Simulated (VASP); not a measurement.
# Al2Cu (P6/mmm) in VASP: notebook

Al2Cu is run at these levels: PBEsol; tasks: single point, relaxation of cell and atoms.

Everything below comes from runs of VASP 6.6.1. Logs are shortened: lines on timing, memory, paths and dates and some standing lists are left out, and cuts for length are marked.

### Step 1. The cell of the first run

Symmetry: P6/mmm, No. 191, hexagonal system. Conventional cell: a = 4.528 Å, b = 4.528 Å, c = 2.573 Å, α = 90.00°, β = 90.00°, γ = 120.00°. Cu (site symmetry 6/mmm) has 2 Cu at 2.57 Å and 12 Al at 2.91 Å within 3.4 Å. Within 3.4 Å of Al (site symmetry -6m2) lie 5 Al at 2.57 to 2.61 Å and 6 Cu at 2.91 Å.

### Step 2. Single point, PBEsol

File INCAR:

```
SYSTEM = Al2Cu
ALGO = Normal
EDIFF = 1E-6
ENCUT = 520
GGA = PS
ISIF = 2
ISMEAR = 0
LASPH = .True.
LCHARG = .True.
LELF = .True.
LREAL = .False.
LVHAR = .True.
LWAVE = .False.
NBANDS = 16
NELM = 60
PREC = Accurate
SIGMA = 0.1
```

File KPOINTS:

```
k-points
0
Gamma
  6 6 4
  0 0 0
```

File POSCAR:

```
Al2Cu
1.0
    4.5284945996      0.0000000000      0.0000000000
   -2.2642472998      3.9217913642      0.0000000000
    0.0000000000      0.0000000000      2.5727681990
Cu Al
1 2
Direct
    0.0000000000      0.0000000000      0.0000000000
    0.3333333333      0.6666666667      0.5000000000
    0.6666666667      0.3333333333      0.5000000000
```

Potentials or basis: VASP PAW PBE potentials, release 64 (Cu, Al).

The run is started by

```bash
$ cat potpaw_PBE.64/Cu/POTCAR potpaw_PBE.64/Al/POTCAR > POTCAR
$ mpirun -np 1 vasp_std > vasp.out
```

OUTCAR:

```text
SYSTEM = Al2Cu
   EDIFF = 1E-6
   ENCUT = 520
   GGA = PS
   ISIF = 2
   ISMEAR = 0
   LASPH = .True.
   LREAL = .False.
   NELM = 60
   PREC = Accurate

 ion  position               nearest neighbor table
   1  0.000  0.000  0.000-   2 2.91   3 2.91   2 2.91   3 2.91   3 2.91   3 2.91   2 2.91   2 2.91
                             3 2.91   3 2.91   2 2.91   2 2.91
   2  0.333  0.667  0.500-   3 2.61   3 2.61   3 2.61   1 2.91   1 2.91   1 2.91   1 2.91   1 2.91
                             1 2.91
   3  0.667  0.333  0.500-   2 2.61   2 2.61   2 2.61   1 2.91   1 2.91   1 2.91   1 2.91   1 2.91
                             1 2.91

  LATTYP: Found a hexagonal cell.
 ALAT       =     4.5284945996
 C/A-ratio  =     0.5681287992

  Lattice vectors:

 A1 = (   4.5284945996,   0.0000000000,   0.0000000000)
 A2 = (  -2.2642472998,   3.9217913642,   0.0000000000)
 A3 = (   0.0000000000,   0.0000000000,   2.5727681990)

Analysis of symmetry for initial positions (statically):
=====================================================================
 Subroutine PRICEL returns:
 Original cell was already a primitive cell.

 Routine SETGRP: Setting up the symmetry group for a
 hexagonal supercell.

 Subroutine GETGRP returns: Found 24 space group operations
 (whereof 24 operations were pure point group operations)
 out of a pool of 24 trial point group operations.

The static configuration has the point symmetry D_6h.

Analysis of symmetry for dynamics (positions and initial velocities):
=====================================================================
 Subroutine PRICEL returns:
 Original cell was already a primitive cell.

 Routine SETGRP: Setting up the symmetry group for a
 hexagonal supercell.

 Subroutine GETGRP returns: Found 24 space group operations
 (whereof 24 operations were pure point group operations)
 out of a pool of 24 trial point group operations.

The dynamic configuration has the point symmetry D_6h.

 Subroutine INISYM returns: Found 24 space group operations
 (whereof 24 operations are pure point group operations),
 and found     1 'primitive' translations

----------------------------------------------------------------------------------------

                                     Primitive cell

  volume of cell :      45.6919

  direct lattice vectors                    reciprocal lattice vectors
     4.528494600  0.000000000  0.000000000     0.220823936  0.127492759  0.000000000
    -2.264247300  3.921791364  0.000000000     0.000000000  0.254985517  0.000000000
[... 86 lines left out ...]
   NSW    =      0    number of steps for IOM
   IBRION =     -1    ionic relax: 0-MD 1-quasi-New 2-CG
   NFREE  =      0    steps in history (QN), initial steepest desc. (CG)
   ISIF   =      2    stress and relaxation
   ISYM   =      2    0-nonsym 1-usesym 2-fastsym
   POTIM  = 0.5000    time-step for ionic-motion
   TEBEG  =    0.0;   TEEND  =   0.0 temperature during run
   PSTRESS=    0.0 pullay stress
   NELECT =      17.0000    total number of electrons
   NUPDOWN=      -1.0000    fix difference up-down
   EMIN   =  10.00;   EMAX   =-10.00  energy-range for DOS
   EFERMI =   0.00;   METHOD = LEGACY
   ISMEAR =     0;   SIGMA  =   0.10  broadening in eV -4-tet -1-fermi 0-gaus
   EFERMI_NEDOS =   21; number of points for ismear=-14 and -15
   IALGO  =     38    algorithm
   IMIX   =      4    mixing-type and parameters
     AMIX     =   0.40;   BMIX     =  1.00
     AMIX_MAG =   1.60;   BMIX_MAG =  1.00
  volume/ion in A,a.u.               =      15.23       102.78
  Fermi-wavevector in a.u.,A,eV,Ry     =   1.177456  2.225070 18.863163  1.386403
  Thomas-Fermi vector in A             =   2.313803
   LORBIT       =      0    0 simple, 1 ext, 2 COOP (PROOUT), +10 PAW based schemes
   GGA     = PS    functional components
   LHFCALC =     F    Hartree Fock is set to
   AEXX    =    0.0000 exact exchange contribution
   IVDW    =     0    specifies the selected vdW correction
   LEPSILON=     F    determine dielectric tensor
   LRPA    =     F    only Hartree local field effects (RPA)
 non-spin polarized calculation
 Gauss-broadening in eV      SIGMA  =   0.10
  energy-cutoff  :      520.00
  volume of cell :       45.69
 maximum number of plane-waves:      1251
 NGX is ok and might be reduce to    36
   NGX = 17   NGY = 17   NGZ =  9

 number of electron      16.9999999 magnetization

 Free energy of the ion-electron system (eV)
  ---------------------------------------------------
  ext. energy  EPLUGINS =         0.00000000
  ---------------------------------------------------
  free energy    TOTEN  =       -11.97370274 eV

  energy without entropy =      -11.96679316  energy(sigma->0) =      -11.97024795

 E-fermi :   7.6165     XC(G=0): -10.8748

 val. band max:        7.5250414785   @ k =   0.3333   0.1667   0.0000
 cond. band min:       7.6209930936   @ k =   0.1667   0.1667   0.0000
 fundamental gap:      0.0959516151
 Fermi energy:         7.6164721439

 k-point     1 :       0.0000    0.0000    0.0000
  band No.  band energies     occupation
      1      -3.0612      2.00000
      2       3.5298      2.00000
      3       3.5298      2.00000
      4       3.5949      2.00000
      5       5.0992      2.00000
      6       5.0992      2.00000
[... 376 lines left out ...]
      3       4.2206      2.00000
      4       4.2206      2.00000
      5       4.7397      2.00000
      6       5.5777      2.00000
[... 8 lines left out ...]
     15      15.8680      0.00000
     16      15.8680      0.00000

------------------------ aborting loop because EDIFF is reached ----------------------------------------

  FORCE on cell =-STRESS in cart. coord.  units (eV):
  Direction    XX          YY          ZZ          XY          YZ          ZX
  --------------------------------------------------------------------------------------
  -------------------------------------------------------------------------------------
  Total        0.1030224      0.1030224      0.0976696      0.0000000      0.0000000      0.0000000
  in kB        3.6124621      3.6124621      3.4247668      0.0000000      0.0000000      0.0000000
  external PRESSURE =       3.5498970 kB  Pullay stress =       0.0000000 kB

 VOLUME and BASIS-vectors are now :
 -----------------------------------------------------------------------------
  energy-cutoff  :      520.00
  volume of cell :       45.69
      direct lattice vectors                 reciprocal lattice vectors
     4.528494600  0.000000000  0.000000000     0.220823936  0.127492759  0.000000000
    -2.264247300  3.921791364  0.000000000     0.000000000  0.254985517  0.000000000
     0.000000000  0.000000000  2.572768199     0.000000000  0.000000000  0.388686396

 POSITION                                       TOTAL-FORCE (eV/Angst)
 -----------------------------------------------------------------------------------
      0.00000      0.00000      0.00000        -0.000000      0.000000      0.000000
     -0.00000      2.61453      1.28638         0.000000     -0.000000     -0.000000
      2.26425      1.30726      1.28638        -0.000000      0.000000      0.000000
 -----------------------------------------------------------------------------------
    total drift:                                0.000000     -0.000000      0.000000

  FREE ENERGIE OF THE ION-ELECTRON SYSTEM (eV)
  ---------------------------------------------------
  free  energy   TOTEN  =       -11.9737027414 eV

  energy  without entropy=      -11.9667931605  energy(sigma->0) =      -11.97024795
```

OSZICAR:

```text
N       E                     dE             d eps       ncg     rms          rms(c)
DAV:   1     0.550921521681E+02    0.55092E+02   -0.69781E+03   688   0.113E+03
DAV:   2    -0.119856851421E+02   -0.67078E+02   -0.59483E+02   728   0.191E+02
DAV:   3    -0.143080893188E+02   -0.23224E+01   -0.22569E+01   888   0.394E+01
DAV:   4    -0.143576636363E+02   -0.49574E-01   -0.49553E-01   768   0.495E+00
DAV:   5    -0.143597363455E+02   -0.20727E-02   -0.20726E-02  1112   0.114E+00    0.155E+01
DAV:   6    -0.187642978908E+02   -0.44046E+01   -0.46716E+01   792   0.219E+02    0.144E+01
DAV:   7    -0.125076863747E+02    0.62566E+01   -0.14316E+01   840   0.823E+01    0.470E+00
DAV:   8    -0.119741409154E+02    0.53355E+00   -0.17888E+00   960   0.406E+01    0.572E-01
DAV:   9    -0.119741951126E+02   -0.54197E-04   -0.11464E-01   880   0.275E+00    0.223E-01
DAV:  10    -0.119769044351E+02   -0.27093E-02   -0.12254E-02   896   0.296E+00    0.445E-01
DAV:  11    -0.119760381057E+02    0.86633E-03   -0.75433E-04  1096   0.466E-01    0.384E-01
DAV:  12    -0.119736793517E+02    0.23588E-02   -0.58939E-03   904   0.241E+00    0.167E-02
DAV:  13    -0.119737335445E+02   -0.54193E-04   -0.40136E-04  1056   0.296E-01    0.520E-02
DAV:  14    -0.119737225937E+02    0.10951E-04   -0.10824E-05  1064   0.538E-02    0.360E-02
DAV:  15    -0.119737026166E+02    0.19977E-04   -0.58674E-05   880   0.242E-01    0.639E-03
DAV:  16    -0.119737027414E+02   -0.12484E-06   -0.24737E-06   600   0.196E-02
   1 F= -.11973703E+02 E0= -.11970248E+02  d E =-.690958E-02
```

stdout:

```text
POSCAR found type information on POSCAR CuAl
 POSCAR found :  2 types and       3 ions
 scaLAPACK will be used
 -----------------------------------------------------------------------------
|                                                                             |
|                                                                             |
|     You enforced a specific xc type in the INCAR file but a different       |
|     I HOPE YOU KNOW WHAT YOU ARE DOING!                                     |
|                                                                             |
 -----------------------------------------------------------------------------

 LDA part: xc-table for (Slater+PW92), standard interpolation
 POSCAR, INCAR and KPOINTS ok, starting setup
 FFT: planning ... GRIDC
 FFT: planning ... GRID_SOFT
 FFT: planning ... GRID
 WAVECAR not read
 entering main loop
```

Wall time 17 s (1 thread of Intel Xeon Platinum 8259CL at 2.50GHz (Skylake/Cascade Lake), shared host); peak memory 0.17 GiB.

Results:

- Free energy: -11.9737 eV
- Pressure: 0.4 GPa
- Band gap on the k mesh: zero (an odd number of electrons rules out a gap without spin polarisation)

Levels at points of the mesh, in eV from the Fermi level:
```csv
k point,band 7,band 8,band 9,band 10,band 11,band 12
"(0.00, 0.00, 0.00)",-1.45,-0.79,-0.79,-0.48,-0.48,1.54
"(0.50, 0.00, 0.00)",-2.53,-2.52,-1.39,5.34,5.64,5.91
"(0.00, 0.00, 0.50)",-1.65,1.98,2.25,2.25,4.95,4.95
"(0.50, 0.00, 0.50)",-2.74,-1.18,-0.78,1.92,2.25,2.57
```

Caveat: the k points lie up to 0.61 Å⁻¹ apart, too coarse for converged energies and pressures of a metal; the PAW data sets were made with another functional, which shifts forces and pressure a little.

### Step 3. Relaxation of cell and atoms, PBEsol

This run uses another cell than the first one, of 14.62 Å³/atom.

File INCAR:

```
SYSTEM = Al2Cu
ALGO     = Fast           ! electronic algorithm
EDIFF    = 1E-6           ! SCF threshold, eV
EDIFFG   = -0.05          ! ionic threshold
ENCUT    = 600            ! plane-wave cutoff, eV
GGA      = PS             ! functional
IBRION   = 2              ! ionic algorithm
ISIF     = 3              ! what is computed and relaxed
ISMEAR   = 0              ! smearing method
LASPH    = .True.         ! aspherical terms in the spheres
LCHARG   = .False.        ! write CHGCAR
LREAL    = .False.        ! projectors in reciprocal space
LWAVE    = .False.        ! write WAVECAR
NELM     = 60             ! most SCF steps
NSW      = 80             ! ionic steps
PREC     = Accurate       ! precision mode
SIGMA    = 0.1            ! smearing width, eV
```

KPOINTS is that of step 2.

File POSCAR:

```
Al2Cu
1.0
    3.3784489273      0.0000000000      0.0000000000
   -1.6892244636      2.9258225964      0.0000000000
    0.0000000000      0.0000000000      4.4377367978
Cu Al
1 2
Direct
    0.0000000000      0.0000000000      0.0000000000
    0.3333333333      0.6666666667      0.5000000000
    0.6666666667      0.3333333333      0.5000000000
```

Potentials or basis: VASP PAW PBE potentials, release 64 (Cu, Al).

The run is started by

```bash
$ cat potpaw_PBE.64/Cu/POTCAR potpaw_PBE.64/Al/POTCAR > POTCAR
$ mpirun -np 1 vasp_std > vasp.out
```

OUTCAR:

```text
SYSTEM = Al2Cu
   EDIFF = 1E-6
   EDIFFG = -0.05
   ENCUT = 600
   GGA = PS
   IBRION = 2
   ISIF = 3
   ISMEAR = 0
   LASPH = .True.
   LREAL = .False.
   NELM = 60
   NSW = 80
   PREC = Accurate

 ion  position               nearest neighbor table
   1  0.000  0.000  0.000-   2 2.95   3 2.95   2 2.95   3 2.95   2 2.95   2 2.95   3 2.95   3 2.95
                             3 2.95   3 2.95   2 2.95   2 2.95
   2  0.333  0.667  0.500-   3 1.95   3 1.95   3 1.95   1 2.95   1 2.95   1 2.95   1 2.95   1 2.95
                             1 2.95
   3  0.667  0.333  0.500-   2 1.95   2 1.95   2 1.95   1 2.95   1 2.95   1 2.95   1 2.95   1 2.95
                             1 2.95

  LATTYP: Found a hexagonal cell.
 ALAT       =     3.3784489273
 C/A-ratio  =     1.3135426621

  Lattice vectors:

 A1 = (   3.3784489273,   0.0000000000,   0.0000000000)
 A2 = (  -1.6892244636,   2.9258225964,   0.0000000000)
 A3 = (   0.0000000000,   0.0000000000,   4.4377367978)

Analysis of symmetry for initial positions (statically):
=====================================================================
 Subroutine PRICEL returns:
 Original cell was already a primitive cell.

 Routine SETGRP: Setting up the symmetry group for a
 hexagonal supercell.

 Subroutine GETGRP returns: Found 24 space group operations
 (whereof 24 operations were pure point group operations)
 out of a pool of 24 trial point group operations.

The static configuration has the point symmetry D_6h.

Analysis of symmetry for dynamics (positions and initial velocities):
=====================================================================
 Subroutine PRICEL returns:
 Original cell was already a primitive cell.

 Routine SETGRP: Setting up the symmetry group for a
 hexagonal supercell.

 Subroutine GETGRP returns: Found 24 space group operations
 (whereof 24 operations were pure point group operations)
 out of a pool of 24 trial point group operations.

[... 144 lines left out ...]
  ---------------------------------------------------
  ext. energy  EPLUGINS =         0.00000000
  ---------------------------------------------------
  free energy    TOTEN  =        -4.37588173 eV

  energy without entropy =       -4.36924197  energy(sigma->0) =       -4.37256185

------------------------ aborting loop because EDIFF is reached ----------------------------------------

  FORCE on cell =-STRESS in cart. coord.  units (eV):
  Direction    XX          YY          ZZ          XY          YZ          ZX
  --------------------------------------------------------------------------------------
  -------------------------------------------------------------------------------------
  Total       26.3028849     26.3028849     -5.9275475      0.0000000      0.0000000     -0.0000000
  in kB      960.6984249    960.6984249   -216.5004167      0.0000000      0.0000000     -0.0000000
  external PRESSURE =     568.2988110 kB  Pullay stress =       0.0000000 kB
[... 61 lines left out ...]
--------------------------------------- Ionic step        3  -------------------------------------------

 number of electron      17.0000017 magnetization

------------------------ aborting loop EDIFF was not reached (unconverged)  ----------------------------

  FORCE on cell =-STRESS in cart. coord.  units (eV):
  Direction    XX          YY          ZZ          XY          YZ          ZX
  --------------------------------------------------------------------------------------
  -------------------------------------------------------------------------------------
  Total        1.0981567      1.0981567     -4.2289602      0.0000000      0.0000000      0.0000000
  in kB       26.7447207     26.7447207   -102.9929144      0.0000000      0.0000000      0.0000000
  external PRESSURE =     -16.5011577 kB  Pullay stress =       0.0000000 kB
[... 975 lines left out ...]
 k-point    21 :       0.3333    0.3333    0.5000
  band No.  band energies     occupation
      1       1.8227      2.00000
      2       1.8227      2.00000
      3       2.6999      2.00000
      4       2.6999      2.00000
      5       3.0854      2.00000
      6       3.7749      2.00000
      7       3.7749      2.00000
      8       4.2755      2.00000
      9       4.2793      2.00000
     10       4.2793      2.00000
     11       6.2845      0.00000
     12      10.4034      0.00000

[... ionic steps 4 to 21 ...]

--------------------------------------- Ionic step       22  -------------------------------------------

 number of electron      17.0000009 magnetization

------------------------ aborting loop because EDIFF is reached ----------------------------------------
[... 69 lines left out ...]
--------------------------------------- Ionic step       24  -------------------------------------------

 number of electron      17.0000017 magnetization

 Free energy of the ion-electron system (eV)
  ---------------------------------------------------
  ext. energy  EPLUGINS =         0.00000000
  ---------------------------------------------------
  free energy    TOTEN  =       -11.95886328 eV

  energy without entropy =      -11.95216390  energy(sigma->0) =      -11.95551359

 E-fermi :   7.5469     XC(G=0): -10.8499

 val. band max:        7.4544894269   @ k =   0.3333   0.1667   0.0000
 cond. band min:       7.5492996109   @ k =   0.1667   0.1667   0.0000
 fundamental gap:      0.0948101840
 Fermi energy:         7.5469183186
[... 343 lines left out ...]
  FREE ENERGIE OF THE ION-ELECTRON SYSTEM (eV)
  ---------------------------------------------------
  free  energy   TOTEN  =       -11.9588632837 eV

  energy  without entropy=      -11.9521638964  energy(sigma->0) =      -11.95551359

 reached required accuracy - stopping structural energy minimisation
```

OSZICAR:

```text
N       E                     dE             d eps       ncg     rms          rms(c)
DAV:   1     0.803635827475E+02    0.80364E+02   -0.79244E+03   504   0.170E+03
DAV:   2    -0.444016434960E+01   -0.84804E+02   -0.79815E+02   508   0.270E+02
DAV:   3    -0.903122196546E+01   -0.45911E+01   -0.41150E+01   712   0.720E+01
[... 599 lines left out ...]
RMM:   3    -0.119589730674E+02    0.76483E-02   -0.25536E-02   504   0.362E+00    0.122E-01
RMM:   4    -0.119588626412E+02    0.11043E-03   -0.11340E-03   569   0.279E-01    0.340E-02
RMM:   5    -0.119588568243E+02    0.58169E-05   -0.15640E-04   510   0.233E-01    0.968E-03
RMM:   6    -0.119588631444E+02   -0.63201E-05   -0.62890E-05   543   0.768E-02    0.450E-03
RMM:   7    -0.119588632837E+02   -0.13933E-06   -0.70714E-06   434   0.447E-02
  24 F= -.11958863E+02 E0= -.11955514E+02  d E =-.492961E+00
```

It took 11 min on 1 thread of Intel Xeon Platinum 8259CL at 2.50GHz (Skylake/Cascade Lake), shared host; peak memory 0.18 GiB.

What came out:

```
Free energy                           : -11.9589 eV
Relaxed volume                        : 15.32 Å³/atom
Relaxed cell                          : a = 4.538 Å, b = 4.538 Å, c = 2.577 Å, α = 90.00°, β = 90.00°, γ = 120.00°
Space group after relaxing (to 0.1 Å) : P6/mmm (No. 191)
Pressure after relaxing               : -0.3 GPa
Band gap on the k mesh                : zero (an odd number of electrons rules out a gap without spin polarisation)
```

Final structure:
```yaml
crystal:
  lattice:
    - [4.53837, 0.00000, 0.00000]
    - [-2.26919, 3.93035, 0.00000]
    - [0.00000, 0.00000, 2.57672]
  atoms:
    - { symbol: Cu, position: [0.00000, 0.00000, 0.00000] }
    - { symbol: Al, position: [0.33333, 0.66667, 0.50000] }
    - { symbol: Al, position: [0.66667, 0.33333, 0.50000] }
```

Levels at points of the mesh, in eV from the Fermi level:
| k point | band 6 | band 7 | band 8 | band 9 | band 10 | band 11 | band 12 |
| --- | --- | --- | --- | --- | --- | --- | --- |
| (0.00, 0.00, 0.00) | -2.50 | -1.46 | -0.77 | -0.77 | -0.47 | -0.47 | 1.52 |
| (0.50, 0.00, 0.00) | -3.19 | -2.51 | -2.50 | -1.38 | 5.34 | 5.62 | 5.89 |
| (0.00, 0.00, 0.50) | -3.06 | -1.64 | 1.97 | 2.25 | 2.25 | 4.95 | 5.73 |
| (0.50, 0.00, 0.50) | -2.79 | -2.71 | -1.18 | -0.77 | 1.92 | 2.27 | 2.56 |

Caveat: a cell axis changed by over 15 % at a fixed basis, so the end point is rough; the PAW data sets were made with another functional, which shifts forces and pressure a little.

(Continued in part 2 of 2.)
